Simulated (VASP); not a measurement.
Set up this calculation in VASP 6.6.1, as the native input.

```yaml
Task: single point
Functional: PBE
Potentials_or_basis: VASP PAW PBE potentials, release 64 (Mn_pv, O)
Cutoff: 520 eV
k_mesh: 9 × 9 × 9
Occupations: fermi-dirac, width 0.05 eV
Spin: collinear spin, ferromagnetic start
Starting_moments: "[6.0, 0.0] μB"
Fixed_moment: 6 μB
Dipole_correction: no
Further_INCAR_settings: ALGO = Normal; EDIFF = 1e-06; NBANDS = 20
```

The structure of MnO lies in POSCAR:

```
MnO
1.0
    0.0000000000      2.2220003300      2.2220003300
    2.2220003300      0.0000000000      2.2220003300
    2.2220003300      2.2220003300      0.0000000000
Mn O
1 1
Direct
    0.0000000000      0.0000000000      0.0000000000
    0.5000000000      0.5000000000      0.5000000000
```

The input as run:

INCAR

```
SYSTEM = MnO
PREC     = Accurate       ! precision mode
ENCUT    = 520            ! plane-wave cutoff, eV
EDIFF    = 1E-6           ! SCF threshold, eV
ISMEAR   = -1             ! smearing method
SIGMA    = 0.05           ! smearing width, eV
LREAL    = .FALSE.        ! projectors in reciprocal space
LASPH    = .TRUE.         ! aspherical terms in the spheres
NELM     = 150            ! most SCF steps
ALGO     = Normal         ! electronic algorithm
ISIF     = 2              ! what is computed and relaxed
LWAVE    = .FALSE.        ! write WAVECAR
LCHARG   = .FALSE.        ! write CHGCAR
ISPIN    = 2              ! spin polarisation
MAGMOM   = 6 0            ! initial moments
LORBIT   = 11             ! projections on sites
NUPDOWN  = 6.0            ! fixed moment
LMAXMIX  = 4              ! l up to which the mixer works
GGA      = PE             ! functional
NBANDS   = 20             ! bands
```

KPOINTS

```
Automatic mesh
0
G
  9 9 9
  0 0 0
```

Potentials or basis: VASP PAW PBE potentials, release 64 (Mn_pv, O).

The run is started by

```console
$ cat potpaw_PBE.64/Mn_pv/POTCAR potpaw_PBE.64/O/POTCAR > POTCAR
$ mpirun -np 1 vasp_std > vasp.out
```

Results of the run:

```
Pressure                                              : 38.3 GPa
Net moment                                            : 6.00 μB per cell
Site moments                                          : Mn +4.64; O +0.76 μB
Valence electrons inside the program's atomic spheres : Mn 11.39; O 4.93
```

Caveat: the total moment is fixed, so each spin has its own Fermi level; a cell with one magnetic atom can't hold antiferromagnetic order, which such compounds often take.

Wall time 45 s on 1 thread of Intel Xeon 6975P-C (shared host), peak memory 0.16 GiB.
